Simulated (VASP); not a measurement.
# W (I4/mmm) in VASP: further runs

The runs below take W through single point, with PBEsol.

Everything below comes from runs of VASP 6.6.1. Logs are shortened: lines on timing, memory, paths and dates and some standing lists are left out, and cuts for length are marked.

**1. The cell of the first run**

The structure is tetragonal, space group I4/mmm (No. 139). The conventional cell has a = 3.035 Å, b = 3.035 Å, c = 3.274 Å, α = 90.00°, β = 90.00°, γ = 90.00°. Within 3.6 Å of W (site symmetry 4/mmm) lie 14 W at 2.70 to 3.27 Å.

**2. Single point, PBEsol (strain -0.050 along x and y, +0.025 along z)**

Contents of INCAR:

```
SYSTEM = W
PREC     = Accurate       ! precision mode
ENCUT    = 520            ! plane-wave cutoff, eV
EDIFF    = 1E-6           ! SCF threshold, eV
ISMEAR   = 0              ! smearing method
SIGMA    = 0.15           ! smearing width, eV
LREAL    = .False.        ! projectors in reciprocal space
LASPH    = .True.         ! aspherical terms in the spheres
NELM     = 100            ! most SCF steps
ALGO     = Normal         ! electronic algorithm
ISIF     = 2              ! what is computed and relaxed
LWAVE    = .False.        ! write WAVECAR
LCHARG   = .False.        ! write CHGCAR
GGA      = PS             ! functional
NBANDS   = 13             ! bands
```

Contents of KPOINTS:

```
Automatic mesh
0
Gamma
  20 20 20
  0 0 0
```

Contents of POSCAR:

```
W
1.0
   -1.5174350000      1.5174350000      1.6372325000
    1.5174350000     -1.5174350000      1.6372325000
    1.5174350000      1.5174350000     -1.6372325000
W
1
Direct
    0.0000000000      0.0000000000      0.0000000000
```

Potentials or basis: VASP PAW PBE potentials, release 64 (W_sv).

On the command line:

```console
$ cat potpaw_PBE.64/W_sv/POTCAR > POTCAR
$ mpirun -np 1 vasp_std > vasp.out
```

OUTCAR:

```text
SYSTEM = W
   PREC = Accurate
   ENCUT = 520
   EDIFF = 1E-6
   ISMEAR = 0
   LREAL = .False.
   LASPH = .True.
   NELM = 100
   ISIF = 2
   GGA = PS

 ion  position               nearest neighbor table
   1  0.000  0.000  0.000-

  LATTYP: Found a body centered tetragonal cell.
 ALAT       =     3.0348700000
 C/A-ratio  =     1.0789473684

  Lattice vectors:

 A1 = (  -1.5174350000,   1.5174350000,   1.6372325000)
 A2 = (   1.5174350000,  -1.5174350000,   1.6372325000)
 A3 = (   1.5174350000,   1.5174350000,  -1.6372325000)

Analysis of symmetry for initial positions (statically):
=====================================================================
 Subroutine PRICEL returns:
 Original cell was already a primitive cell.

 Routine SETGRP: Setting up the symmetry group for a
 body centered tetragonal supercell.

 Subroutine GETGRP returns: Found 16 space group operations
 (whereof 16 operations were pure point group operations)
 out of a pool of 16 trial point group operations.

The static configuration has the point symmetry D_4h.

Analysis of symmetry for dynamics (positions and initial velocities):
=====================================================================
 Subroutine PRICEL returns:
 Original cell was already a primitive cell.

 Routine SETGRP: Setting up the symmetry group for a
 body centered tetragonal supercell.

 Subroutine GETGRP returns: Found 16 space group operations
 (whereof 16 operations were pure point group operations)
 out of a pool of 16 trial point group operations.

The dynamic configuration has the point symmetry D_4h.

 Subroutine INISYM returns: Found 16 space group operations
 (whereof 16 operations are pure point group operations),
 and found     1 'primitive' translations

----------------------------------------------------------------------------------------

                                     Primitive cell

  volume of cell :      15.0796

  direct lattice vectors                    reciprocal lattice vectors
    -1.517435000  1.517435000  1.637232500     0.000000000  0.329503405  0.305393400
     1.517435000 -1.517435000  1.637232500     0.329503405  0.000000000  0.305393400
     1.517435000  1.517435000 -1.637232500     0.329503405  0.329503405  0.000000000

  length of vectors
     2.699212518  2.699212518  2.699212518     0.449263423  0.449263423  0.465988185

[... 77 lines left out ...]
   NELM   =    100;   NELMIN=  2; NELMDL= -5     # of ELM steps
   EDIFF  = 0.1E-05   stopping-criterion for ELM
   LREAL  =      F    real-space projection
   EDIFFG = 0.1E-04   stopping-criterion for IOM
   NSW    =      0    number of steps for IOM
   IBRION =     -1    ionic relax: 0-MD 1-quasi-New 2-CG
   NFREE  =      0    steps in history (QN), initial steepest desc. (CG)
   ISIF   =      2    stress and relaxation
   ISYM   =      2    0-nonsym 1-usesym 2-fastsym
   POTIM  = 0.5000    time-step for ionic-motion
   TEBEG  =    0.0;   TEEND  =   0.0 temperature during run
   PSTRESS=    0.0 pullay stress
   NELECT =      14.0000    total number of electrons
   NUPDOWN=      -1.0000    fix difference up-down
   EMIN   =  10.00;   EMAX   =-10.00  energy-range for DOS
   EFERMI =   0.00;   METHOD = LEGACY
   ISMEAR =     0;   SIGMA  =   0.15  broadening in eV -4-tet -1-fermi 0-gaus
   EFERMI_NEDOS =   21; number of points for ismear=-14 and -15
   IALGO  =     38    algorithm
   IMIX   =      4    mixing-type and parameters
     AMIX     =   0.40;   BMIX     =  1.00
     AMIX_MAG =   1.60;   BMIX_MAG =  1.00
  volume/ion in A,a.u.               =      15.08       101.76
  Fermi-wavevector in a.u.,A,eV,Ry     =   1.597058  3.018002 34.702937  2.550594
  Thomas-Fermi vector in A             =   2.694724
   LORBIT       =      0    0 simple, 1 ext, 2 COOP (PROOUT), +10 PAW based schemes
   GGA     = PS    functional components
   LHFCALC =     F    Hartree Fock is set to
   AEXX    =    0.0000 exact exchange contribution
   IVDW    =     0    specifies the selected vdW correction
   LEPSILON=     F    determine dielectric tensor
   LRPA    =     F    only Hartree local field effects (RPA)
 non-spin polarized calculation
 Gauss-broadening in eV      SIGMA  =   0.15
  energy-cutoff  :      520.00
  volume of cell :       15.08
 maximum number of plane-waves:       420
   NGX = 11   NGY = 11   NGZ = 11

 number of electron      14.0000004 magnetization

 Free energy of the ion-electron system (eV)
  ---------------------------------------------------
  ext. energy  EPLUGINS =         0.00000000
  ---------------------------------------------------
  free energy    TOTEN  =       -13.71749671 eV

  energy without entropy =      -13.71235805  energy(sigma->0) =      -13.71492738

 E-fermi :  12.0372     XC(G=0): -14.0450

 val. band max:       12.0370600711   @ k =  -0.2000  -0.2000   0.1000
 cond. band min:      12.0389596177   @ k =  -0.2500  -0.3000   0.2500
 fundamental gap:      0.0018995466
 Fermi energy:        12.0372493606

 k-point     1 :       0.0000    0.0000    0.0000
  band No.  band energies     occupation
      1     -62.0668      2.00000
      2     -25.5567      2.00000
      3     -25.5384      2.00000
      4     -25.5384      2.00000
      5       2.0830      2.00000
      6      10.4164      2.00000
      7      10.4164      2.00000
      8      11.4300      2.00000
      9      13.6060      0.00000
     10      14.9769      0.00000
     11      25.7678      0.00000
     12      27.2275      0.00000
     13      27.2275      0.00000
[... 354 lines left out ...]
  band No.  band energies     occupation
      1     -61.9448      2.00000
      2     -26.6928      2.00000
      3     -25.8751      2.00000
      4     -25.5694      2.00000
      5       5.3602      2.00000
      6       9.1077      2.00000
      7      10.2419      2.00000
      8      13.3878      0.00000
      9      15.1067      0.00000
     10      15.6043      0.00000
     11      25.5652      0.00000
     12      26.9223      0.00000
     13      34.0121      0.00000

 [... further k-points ...]
[... 5 lines left out ...]
  --------------------------------------------------------------------------------------
  -------------------------------------------------------------------------------------
  Total        2.2588860      2.2588860     -0.1039590      0.0000000      0.0000000     -0.0000000
  in kB      240.0017179    240.0017179    -11.0454227      0.0000000      0.0000000     -0.0000000
  external PRESSURE =     156.3193377 kB  Pullay stress =       0.0000000 kB

 VOLUME and BASIS-vectors are now :
 -----------------------------------------------------------------------------
  energy-cutoff  :      520.00
  volume of cell :       15.08
      direct lattice vectors                 reciprocal lattice vectors
    -1.517435000  1.517435000  1.637232500     0.000000000  0.329503405  0.305393400
     1.517435000 -1.517435000  1.637232500     0.329503405  0.000000000  0.305393400
     1.517435000  1.517435000 -1.637232500     0.329503405  0.329503405  0.000000000

 POSITION                                       TOTAL-FORCE (eV/Angst)
 -----------------------------------------------------------------------------------
      0.00000      0.00000      0.00000        -0.000000      0.000000      0.000000
 -----------------------------------------------------------------------------------
    total drift:                                0.000000     -0.000000      0.000000

  FREE ENERGIE OF THE ION-ELECTRON SYSTEM (eV)
  ---------------------------------------------------
  free  energy   TOTEN  =       -13.7174967077 eV

  energy  without entropy=      -13.7123580539  energy(sigma->0) =      -13.71492738
```

stdout:

```text
POSCAR found type information on POSCAR W
 POSCAR found :  1 types and       1 ions
 scaLAPACK will be used
 -----------------------------------------------------------------------------
|                                                                             |
|                                                                             |
|     You enforced a specific xc type in the INCAR file but a different       |
|     I HOPE YOU KNOW WHAT YOU ARE DOING!                                     |
|                                                                             |
 -----------------------------------------------------------------------------

 LDA part: xc-table for (Slater+PW92), standard interpolation
 POSCAR, INCAR and KPOINTS ok, starting setup
 FFT: planning ... GRIDC
 FFT: planning ... GRID_SOFT
 FFT: planning ... GRID
 WAVECAR not read
 entering main loop
```

Wall time 43 s (1 thread of Intel Xeon Platinum 8488C (Sapphire Rapids), shared host); peak memory 0.22 GiB.

What came out:

* Free energy: -13.7175 eV
* Pressure: 15.6 GPa
* Band gap on the k mesh: zero (bands 7 and 8 overlap by 6.23 eV)

Caveat: the cell differs from its parent crystal (strain -0.050 along x and y, +0.025 along z); the stress differs along the axes, from -1 to 24 GPa; the PAW data sets were made with another functional, which shifts forces and pressure a little; spin-orbit coupling is left out, which moves the levels of the heavy elements.

**3. Single point, PBEsol (strain -0.050 along x and y, +0.050 along z)**

Contents of INCAR:

```
SYSTEM = W
PREC = Accurate ; ENCUT = 520
EDIFF = 1E-6 ; ISMEAR = 0
SIGMA = 0.15 ; LREAL = .FALSE.
LASPH = .TRUE. ; NELM = 100
ALGO = Normal ; ISIF = 2
LWAVE = .FALSE. ; LCHARG = .FALSE.
GGA = PS ; NBANDS = 13
```

Contents of KPOINTS:

```
Automatic mesh
0
G
  20 20 20
  0 0 0
```

Contents of POSCAR:

```
W
1.0
   -1.5174350000      1.5174350000      1.6771650000
    1.5174350000     -1.5174350000      1.6771650000
    1.5174350000      1.5174350000     -1.6771650000
W
1
Direct
    0.0000000000      0.0000000000      0.0000000000
```

Potentials or basis: VASP PAW PBE potentials, release 64 (W_sv).

On the command line:

```console
$ cat potpaw_PBE.64/W_sv/POTCAR > POTCAR
$ mpirun -np 1 vasp_std > vasp.out
```

Wall time 44 s (1 thread of Intel Xeon Platinum 8488C (Sapphire Rapids), shared host); peak memory 0.23 GiB.

The run converged. Its results:

```yaml
Free_energy: -13.7023 eV
Pressure: 7.3 GPa
Band_gap_on_the_k_mesh: zero (bands 7 and 8 overlap by 6.08 eV)
```

Stress tensor (GPa, compression positive):
```
 16.94   0.00   0.00
  0.00  16.94   0.00
  0.00   0.00 -11.90
```

Levels at points of the mesh, in eV from the Fermi level:
| k point | band 4 | band 5 | band 6 | band 7 | band 8 | band 9 | band 10 | band 11 |
| --- | --- | --- | --- | --- | --- | --- | --- | --- |
| (0.00, 0.00, 0.00) | -37.63 | -9.81 | -1.60 | -1.60 | -0.34 | 1.31 | 3.00 | 13.47 |
| (0.50, 0.00, 0.00) | -37.64 | -6.47 | -3.19 | 0.55 | 1.11 | 3.48 | 6.15 | 11.19 |
| (0.50, 0.50, 0.00) | -37.73 | -6.48 | -4.53 | 1.34 | 3.37 | 3.87 | 6.55 | 11.38 |
| (0.50, 0.50, 0.50) | -38.50 | -6.23 | -5.91 | 5.09 | 5.53 | 5.53 | 6.70 | 9.37 |

Caveat: the cell differs from its parent crystal (strain -0.050 along x and y, +0.050 along z); the stress differs along the axes, from -12 to 17 GPa; the PAW data sets were made with another functional, which shifts forces and pressure a little; spin-orbit coupling is left out, which moves the levels of the heavy elements.
